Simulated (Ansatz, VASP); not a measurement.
# Two plane-wave programs on Sr

File POSCAR:

```
Sr
1.0
    4.4254177847      0.0000000000      0.0000000000
   -2.2127088923      3.8325242240      0.0000000000
    0.0000000000      0.0000000000      7.2862773289
Sr
2
Direct
    0.3333333333      0.6666666667      0.2500000000
    0.6666666667      0.3333333333      0.7500000000
```

File INCAR.step1:

```
SYSTEM = Sr
  PREC = Accurate
  ENCUT = 520
  ISMEAR = -1
  SIGMA = 0.1
  LREAL = .False.
  LASPH = .True.
  NELM = 100
  NBANDS = 17
  GGA = PE
  ALGO = Normal
  EDIFF = 1E-4
  LWAVE = .True.
  LCHARG = .False.
```

File INCAR.step2:

```
SYSTEM = Sr
  PREC = Accurate
  ENCUT = 520
  EDIFF = 1E-6
  ISMEAR = -1
  SIGMA = 0.1
  LREAL = .False.
  LASPH = .True.
  NELM = 100
  ALGO = Normal
  ISIF = 2
  LWAVE = .False.
  LCHARG = .False.
  METAGGA = R2SCAN
  LMIXTAU = .True.
  NBANDS = 17
  ISTART = 1
```

Contents of KPOINTS:

```
Automatic mesh
0
Gamma
  10 10 5
  0 0 0
```

Input for Ansatz:

```yaml
crystal:
  lattice:
    - [4.4254177847, 0.0, 0.0]
    - [-2.2127088923, 3.832524224, 0.0]
    - [0.0, 0.0, 7.2862773289]
  atoms:
    - { symbol: Sr, position: [0.3333333333, 0.6666666667, 0.25] }
    - { symbol: Sr, position: [0.6666666667, 0.3333333333, 0.75] }
hamiltonian:
  xc: r2scan
  pseudopotentials:
    kind: paw
    azcp:
      Sr: "pseudopotentials/Sr.paw.azcp"
basis:
  ecutwfc: 500
  fft_grid_basis: typed
kpoints:
  mp_grid: { grid: [10, 10, 5], shift: [0, 0, 0] }
magnetization:
  spin_polarized: false
scf:
  occupations: { method: fermi_dirac, width: 0.1 }
  lower_state_search: "off"
output:
  stress: true
```

Alike in both runs: task single point; functional r2SCAN; k mesh 10 × 10 × 5; occupations fermi-dirac, width 0.1 eV; no spin polarisation.

|  | VASP | Ansatz |
| --- | --- | --- |
| version | VASP 6.6.1 | Ansatz 0.2.0 |
| potentials or method | VASP PAW PBE potentials, release 64 (Sr_sv), cutoff 520 eV | plane waves (500 eV) with PAW, scalar-relativistic |
| valence electrons in the cell | 20 | 20 |

|  | VASP | Ansatz | Ansatz less VASP |
| --- | --- | --- | --- |
| pressure (GPa) | -0.8 | -0.8 | -0.01 |

VASP's potentials were made for PBE, not for r2SCAN. The functional is the same, so the differences come from potentials, cutoffs and numerics.
